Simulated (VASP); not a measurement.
# CuF: single point with r2SCAN

Crystal: CuF.

```
Cu F
1.0
     2.78989    0.00000    0.00000
    -1.39494    2.41612    0.00000
     0.00000    0.00000    6.46537
Cu F
2 2
Direct
  0.00000 0.00000 0.00000
  0.00000 0.00000 0.50000
  0.33333 0.66667 0.25000
  0.66667 0.33333 0.75000
```

This cell differs from its parent crystal: volume changed by +3%.

```yaml
Program: VASP 6.6.1
Task: single point
Functional: r2SCAN
Potentials_or_basis: VASP PAW PBE potentials, release 64 (Cu, F)
Cutoff: 520 eV
k_mesh: 9 × 9 × 4
Occupations: fermi-dirac, width 0.02 eV
Spin: no spin polarisation
Dipole_correction: no
Further_INCAR_settings: ALGO = Normal; EDIFF = 1e-06; NBANDS = 26
```

```
Pressure               : -3.1 GPa
Band gap on the k mesh : zero (band 18 reaches 4.23 eV, above the bottom of band 19 at 3.88 eV)
```

Stress tensor (GPa, compression positive):
```
-2.47  0.00  0.00
 0.00 -2.47  0.00
 0.00  0.00 -4.25
```

Levels at points of the mesh, in eV from the Fermi level:
| k point | band 14 | band 15 | band 16 | band 17 | band 18 | band 19 | band 20 | band 21 | band 22 | band 23 |
| --- | --- | --- | --- | --- | --- | --- | --- | --- | --- | --- |
| (0.00, 0.00, 0.00) | -1.10 | -0.61 | -0.61 | -0.49 | -0.36 | -0.36 | 3.53 | 5.87 | 13.42 | 14.66 |
| (0.00, 0.00, 0.50) | -1.16 | -0.51 | -0.51 | -0.51 | -0.51 | 0.91 | 0.91 | 9.13 | 9.13 | 19.70 |

It took 2.2 min on 1 thread of Intel Xeon 6975P-C, on a shared host, peak memory 0.19 GiB.

Caveat: the PAW data sets were made with another functional, which shifts forces and pressure a little; semilocal functionals often make such compounds metallic where correlation or magnetic order opens a gap, which also shifts bond lengths.
